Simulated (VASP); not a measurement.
A run of VASP 6.6.1 is set up as follows.

File POSCAR:

```
Ta
1.0
   -1.5191776000      1.5191776000      1.7833824000
    1.5191776000     -1.5191776000      1.7833824000
    1.5191776000      1.5191776000     -1.7833824000
Ta
1
Direct
    0.0000000000      0.0000000000      0.0000000000
```

INCAR.step1

```
ALGO = Normal
EDIFF = 1E-4
ENCUT = 520
GGA = PE
ISMEAR = 0
LASPH = True
LCHARG = False
LREAL = False
LWAVE = True
NBANDS = 12
NELM = 100
PREC = Accurate
SIGMA = 0.15
```

File INCAR.step2:

```
ALGO = Normal
EDIFF = 1E-7
ENCUT = 520
ISIF = 2
ISMEAR = 0
ISTART = 1
LASPH = True
LCHARG = True
LELF = True
LMIXTAU = True
LREAL = False
LVHAR = True
LWAVE = False
METAGGA = R2SCAN
NBANDS = 12
NELM = 100
PREC = Accurate
SIGMA = 0.15
```

File KPOINTS:

```
k-points
0
Gamma
  20 20 20
```

Potentials or basis: VASP PAW PBE potentials, release 64 (Ta_pv).

Command:

```console
$ cat potpaw_PBE.64/Ta_pv/POTCAR > POTCAR
$ cp INCAR.step1 INCAR
$ mpirun -np 1 vasp_std > vasp.out
$ cp INCAR.step2 INCAR
$ mpirun -np 1 vasp_std > vasp.out
```

Predict the band gap on the k mesh.

zero (an odd number of electrons rules out a gap without spin polarisation).

Predict the pressure.

25.6 GPa.

Stress tensor (GPa, compression positive):
```
32.25  0.00  0.00
 0.00 32.25  0.00
 0.00  0.00 12.39
```

Caveat: the cell differs from its parent crystal (strain -0.080 along x and y, +0.080 along z); the stress differs along the axes, from 12 to 32 GPa; the PAW data sets were made with another functional, which shifts forces and pressure a little; spin-orbit coupling is left out, which moves the levels of the heavy elements.
